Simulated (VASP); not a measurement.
# Ga (I4/mmm) in VASP: further runs, part 2 of 2

VASP 6.6.1. The steps go on from the part before.

## Step 4: Electric field gradients, PBE (volume scaled by 1.04)

The input, INCAR:

```
ALGO = Normal
EDIFF = 1E-8
ENCUT = 520
GGA = PE
ISIF = 2
ISMEAR = -1
ISYM = 0
LASPH = T
LCHARG = F
LEFG = T
LREAL = F
LWAVE = F
NBANDS = 12
NELM = 80
PREC = Accurate
SIGMA = 0.05
```

The input, KPOINTS:

```
k-points
0
Gamma
  14 14 16
```

The input, POSCAR:

```
Ga
1.0
   -1.4224758030      1.4224758030      2.2583323111
    1.4224758030     -1.4224758030      2.2583323111
    1.4224758030      1.4224758030     -2.2583323111
Ga
1
Direct
    0.0000000000      0.0000000000      0.0000000000
```

Potentials or basis: VASP PAW PBE potentials, release 64 (Ga_d).

Command:

```sh
$ cat potpaw_PBE.64/Ga_d/POTCAR > POTCAR
$ mpirun -np 1 vasp_std > vasp.out
```

OUTCAR:

```text
EDIFF = 1E-8
   ENCUT = 520
   GGA = PE
   ISIF = 2
   ISMEAR = -1
   ISYM = 0
   LASPH = T
   LREAL = F
   NELM = 80
   PREC = Accurate

 ion  position               nearest neighbor table
   1  0.000  0.000  0.000-

IMPORTANT INFORMATION: All symmetrisations will be switched off!
NOSYMM: (Re-)initialisation of all symmetry stuff for point group C_1.

[... 553 lines left out ...]
    total drift:                               -0.000000      0.000000      0.000000

  FREE ENERGIE OF THE ION-ELECTRON SYSTEM (eV)
  ---------------------------------------------------
  free  energy   TOTEN  =        -2.8858864797 eV

  energy  without entropy=       -2.8829974760  energy(sigma->0) =       -2.88444198

 Electric field gradients (V/A^2)
---------------------------------------------------------------------
 ion       V_xx      V_yy      V_zz      V_xy      V_xz      V_yz
---------------------------------------------------------------------
   1      -9.639    -9.639    19.278     0.429     0.303     0.303
---------------------------------------------------------------------

 Electric field gradients after diagonalization (V/A^2)
 (convention: |V_zz| > |V_xx| > |V_yy|)
----------------------------------------------------------------------
 ion       V_xx      V_yy      V_zz     asymmetry (V_yy - V_xx)/ V_zz
----------------------------------------------------------------------
   1     -10.067    -9.217    19.284       0.044
----------------------------------------------------------------------

           NMR quadrupolar parameters

 Cq : quadrupolar parameter    Cq=e*Q*V_zz/h
 eta: asymmetry parameters     (V_yy - V_xx)/ V_zz
 Q  : nuclear electric quadrupole moment in mb (millibarn)
----------------------------------------------------------------------
 ion       Cq(MHz)       eta       Q (mb)
----------------------------------------------------------------------
   1       0.047       0.044       1.000
----------------------------------------------------------------------
```

OSZICAR:

```text
N       E                     dE             d eps       ncg     rms          rms(c)
DAV:   1     0.439769457428E+02    0.43977E+02   -0.67004E+03 40868   0.190E+03
DAV:   2    -0.754782361555E+00   -0.44732E+02   -0.43066E+02 40004   0.265E+02
DAV:   3    -0.289729041467E+01   -0.21425E+01   -0.21373E+01 43128   0.459E+01
DAV:   4    -0.291459404079E+01   -0.17304E-01   -0.17301E-01 43300   0.441E+00
DAV:   5    -0.291477696812E+01   -0.18293E-03   -0.18292E-03 44464   0.436E-01    0.874E-01
DAV:   6    -0.289182443362E+01    0.22953E-01   -0.35952E-02 47264   0.388E+00    0.444E-01
DAV:   7    -0.288647512235E+01    0.53493E-02   -0.70084E-03 55736   0.144E+00    0.121E-01
DAV:   8    -0.288588206660E+01    0.59306E-03   -0.65641E-04 44024   0.471E-01    0.892E-03
DAV:   9    -0.288588605458E+01   -0.39880E-05   -0.69387E-06 51952   0.379E-02    0.327E-03
DAV:  10    -0.288588661964E+01   -0.56506E-06   -0.24780E-07 43960   0.708E-03    0.344E-04
DAV:  11    -0.288588652839E+01    0.91253E-07   -0.51131E-09 31664   0.118E-03    0.123E-04
DAV:  12    -0.288588647687E+01    0.51519E-07   -0.12564E-09 25220   0.512E-04    0.904E-06
DAV:  13    -0.288588647970E+01   -0.28313E-08   -0.24608E-10 22076   0.180E-04
   1 F= -.28858865E+01 E0= -.28844420E+01  d E =-.288900E-02
```

stdout:

```text
POSCAR found type information on POSCAR Ga
 POSCAR found :  1 types and       1 ions
 scaLAPACK will be used
 LDA part: xc-table for (Slater+PW92), standard interpolation
 -----------------------------------------------------------------------------
|                                                                             |
|           W    W    AA    RRRRR   N    N  II  N    N   GGGG   !!!           |
[... 17 lines left out ...]
 FFT: planning ... GRIDC
 FFT: planning ... GRID_SOFT
 FFT: planning ... GRID
 WAVECAR not read
 entering main loop
ion   1

     0.0000481    -0.3973940    -0.2772341   -15.5009631    -0.2772339    -0.0000002
     0.0000628    -0.3973891    -0.2772301   -15.5006996    -0.2772299    -0.0000002
     0.0000820    -0.3973818    -0.2772240   -15.5003012    -0.2772238    -0.0000002
     0.0001070    -0.3973709    -0.2772148   -15.4997018    -0.2772146    -0.0000002
```

Wall time 6.7 min (1 thread of Oxide Virtual Turin-like, shared host); peak memory 0.39 GiB.

Results:

```yaml
Free_energy: -2.8859 eV
Pressure: 1.9 GPa
```

Electric field gradients, principal values (V/Å²):
```tsv
atom	least	middle	greatest (by size)
1 Ga	-9.217	-10.067	19.284
```

Caveat: without QUAD_EFG the Cq values of the log hold for a quadrupole moment of 1 mb, not for the nuclei.

## Step 5: Electric field gradients, PBE (volume scaled by 0.98)

The input, INCAR:

```
PREC = Accurate
ENCUT = 520
EDIFF = 1E-8
ISMEAR = -1
SIGMA = 0.05
LREAL = F
LASPH = T
NELM = 100
ALGO = Normal
ISIF = 2
LWAVE = F
LCHARG = F
GGA = PE
LEFG = T
ISYM = 0
NBANDS = 12
```

The input, KPOINTS:

```
Automatic mesh
0
Gamma
  14 14 16
```

The input, POSCAR:

```
Ga
1.0
   -1.3945768973      1.3945768973      2.2140398177
    1.3945768973     -1.3945768973      2.2140398177
    1.3945768973      1.3945768973     -2.2140398177
Ga
1
Direct
    0.0000000000      0.0000000000      0.0000000000
```

Potentials or basis: VASP PAW PBE potentials, release 64 (Ga_d).

Command:

```sh
$ cat potpaw_PBE.64/Ga_d/POTCAR > POTCAR
$ mpirun -np 1 vasp_std > vasp.out
```

OUTCAR:

```text
PREC = Accurate
   ENCUT = 520
   EDIFF = 1E-8
   ISMEAR = -1
   LREAL = F
   LASPH = T
   NELM = 100
   ISIF = 2
   GGA = PE
   ISYM = 0

 ion  position               nearest neighbor table
   1  0.000  0.000  0.000-

IMPORTANT INFORMATION: All symmetrisations will be switched off!
NOSYMM: (Re-)initialisation of all symmetry stuff for point group C_1.

[... 554 lines left out ...]
    total drift:                                0.000000     -0.000000      0.000000

  FREE ENERGIE OF THE ION-ELECTRON SYSTEM (eV)
  ---------------------------------------------------
  free  energy   TOTEN  =        -2.8609895746 eV

  energy  without entropy=       -2.8583439123  energy(sigma->0) =       -2.85966674

 Electric field gradients (V/A^2)
---------------------------------------------------------------------
 ion       V_xx      V_yy      V_zz      V_xy      V_xz      V_yz
---------------------------------------------------------------------
   1     -10.305   -10.305    20.610    -0.368     0.060     0.060
---------------------------------------------------------------------

 Electric field gradients after diagonalization (V/A^2)
 (convention: |V_zz| > |V_xx| > |V_yy|)
----------------------------------------------------------------------
 ion       V_xx      V_yy      V_zz     asymmetry (V_yy - V_xx)/ V_zz
----------------------------------------------------------------------
   1     -10.673    -9.937    20.610       0.036
----------------------------------------------------------------------

           NMR quadrupolar parameters

 Cq : quadrupolar parameter    Cq=e*Q*V_zz/h
 eta: asymmetry parameters     (V_yy - V_xx)/ V_zz
 Q  : nuclear electric quadrupole moment in mb (millibarn)
----------------------------------------------------------------------
 ion       Cq(MHz)       eta       Q (mb)
----------------------------------------------------------------------
   1       0.050       0.036       1.000
----------------------------------------------------------------------
```

OSZICAR:

```text
N       E                     dE             d eps       ncg     rms          rms(c)
DAV:   1     0.435085854349E+02    0.43509E+02   -0.66846E+03 41096   0.194E+03
DAV:   2    -0.834861544833E+00   -0.44343E+02   -0.42580E+02 39860   0.263E+02
DAV:   3    -0.287713388435E+01   -0.20423E+01   -0.20372E+01 43252   0.453E+01
DAV:   4    -0.289291658148E+01   -0.15783E-01   -0.15781E-01 43152   0.421E+00
DAV:   5    -0.289307839222E+01   -0.16181E-03   -0.16181E-03 44680   0.412E-01    0.945E-01
DAV:   6    -0.286766317596E+01    0.25415E-01   -0.39581E-02 47236   0.423E+00    0.474E-01
DAV:   7    -0.286167024930E+01    0.59929E-02   -0.75031E-03 53664   0.155E+00    0.126E-01
DAV:   8    -0.286098575536E+01    0.68449E-03   -0.70708E-04 44836   0.493E-01    0.903E-03
DAV:   9    -0.286098922499E+01   -0.34696E-05   -0.71912E-06 51604   0.398E-02    0.336E-03
DAV:  10    -0.286098970110E+01   -0.47611E-06   -0.25276E-07 44016   0.777E-03    0.338E-04
DAV:  11    -0.286098961932E+01    0.81785E-07   -0.55682E-09 31676   0.127E-03    0.122E-04
DAV:  12    -0.286098957204E+01    0.47275E-07   -0.11953E-09 25436   0.490E-04    0.855E-06
DAV:  13    -0.286098957457E+01   -0.25220E-08   -0.22788E-10 22004   0.174E-04
   1 F= -.28609896E+01 E0= -.28596667E+01  d E =-.264566E-02
```

stdout:

```text
POSCAR found type information on POSCAR Ga
 POSCAR found :  1 types and       1 ions
 scaLAPACK will be used
 LDA part: xc-table for (Slater+PW92), standard interpolation
 -----------------------------------------------------------------------------
|                                                                             |
|           W    W    AA    RRRRR   N    N  II  N    N   GGGG   !!!           |
[... 17 lines left out ...]
 FFT: planning ... GRIDC
 FFT: planning ... GRID_SOFT
 FFT: planning ... GRID
 WAVECAR not read
 entering main loop
ion   1

     0.0000481     0.3379450    -0.0538485   -16.5954620    -0.0538490    -0.0000010
     0.0000628     0.3379400    -0.0538475   -16.5951761    -0.0538480    -0.0000010
     0.0000820     0.3379325    -0.0538460   -16.5947436    -0.0538465    -0.0000010
     0.0001070     0.3379212    -0.0538438   -16.5940929    -0.0538443    -0.0000010
```

Run time: 6.9 min. Hardware: 1 thread of Oxide Virtual Turin-like, shared host; peak memory 0.37 GiB.

What came out:

| Quantity | Value |
| --- | --- |
| Free energy | -2.8610 eV |
| Pressure | 5.9 GPa |

Levels at points of the mesh, in eV from the Fermi level:
| k point | band 4 | band 5 | band 6 | band 7 | band 8 | band 9 |
| --- | --- | --- | --- | --- | --- | --- |
| (0.00, 0.00, 0.00) | -14.96 | -14.82 | -11.80 | 13.23 | 13.23 | 13.29 |
| (0.50, 0.00, 0.00) | -14.78 | -14.74 | -5.02 | -4.43 | 8.87 | 12.11 |
| (0.00, 0.50, 0.00) | -14.78 | -14.74 | -5.02 | -4.43 | 8.87 | 12.11 |
| (0.50, 0.50, 0.00) | -14.78 | -14.66 | -2.36 | -1.30 | 4.17 | 5.09 |
| (0.00, 0.00, 0.50) | -14.78 | -14.66 | -2.36 | -1.30 | 4.17 | 5.09 |
| (0.50, 0.00, 0.50) | -14.78 | -14.74 | -5.02 | -4.43 | 8.87 | 12.11 |
| (0.00, 0.50, 0.50) | -14.78 | -14.74 | -5.02 | -4.43 | 8.87 | 12.11 |
| (0.50, 0.50, 0.50) | -14.74 | -14.74 | -3.86 | -3.81 | 6.62 | 6.62 |

Electric field gradients, principal values (V/Å²):
| atom | least | middle | greatest (by size) |
| --- | --- | --- | --- |
| 1 Ga | -9.937 | -10.673 | 20.610 |

Caveat: without QUAD_EFG the Cq values of the log hold for a quadrupole moment of 1 mb, not for the nuclei.

## Step 6: Summary

| cell | gap on the mesh (eV) | pressure (GPa) |
| --- | --- | --- |
| a = 3.006 Å, angles 124.9, 124.9, 81.7°, 1 atom | none | 4.5 |
| a = 3.024 Å, angles 123.9, 123.9, 83.4°, 1 atom | none | 1.9 |
| a = 2.965 Å, angles 123.9, 123.9, 83.4°, 1 atom | none | 5.9 |

Alike in all rows: task electric field gradients; level PBE; potentials or basis VASP PAW PBE potentials, release 64 (Ga_d); no spin polarisation; k mesh 14 × 14 × 16; cutoff (eV) 520; smearing fermi-dirac 0.05 eV.

Total energies depend on the potentials used, so only differences within one code and one set of settings carry meaning.
